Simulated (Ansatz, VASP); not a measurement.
## One calculation of SiO2, two programs

```
CELL_PARAMETERS angstrom
5.13755 0.00000 0.00000
0.00000 5.13755 0.00000
0.00000 0.00000 7.18421
ATOMIC_POSITIONS crystal
Si 0.29022 0.29022 0.00000
Si 0.20978 0.79022 0.25000
Si 0.70978 0.70978 0.50000
Si 0.79022 0.20978 0.75000
O 0.24242 0.08640 0.17088
O 0.41360 0.74242 0.42088
O 0.75758 0.91360 0.67088
O 0.58640 0.25758 0.92088
O 0.74242 0.41360 0.57912
O 0.91360 0.75758 0.32912
O 0.25758 0.58640 0.07912
O 0.08640 0.24242 0.82912
```

Alike in both runs: functional RPBE; k mesh 4 × 4 × 3; no spin polarisation.

Ansatz relaxed the structure, and its values are those at the end. VASP's run is a single point on that final structure, the one shown.

|  | VASP | Ansatz |
| --- | --- | --- |
| version | VASP 6.6.1 | Ansatz 0.2.0 |
| potentials or method | VASP PAW PBE potentials, release 64 (Si, O) | scalar-relativistic, plane waves, PAW |
| plane-wave cutoff (eV) | 520 | 420 |
| occupations | gaussian, width 0.01 eV | fixed |
| valence electrons in the cell | 64 | 64 |

Ansatz gave:

| Item | Value |
| --- | --- |
| pressure (GPa) | 0.0 |
| rms of the force components (eV/Å) | 0.000 |

Q: Estimate VASP's values.

A: Pressure (GPa): -0.3; rms of the force components (eV/Å): 0.017.

VASP's potentials were made for PBE, not for RPBE.
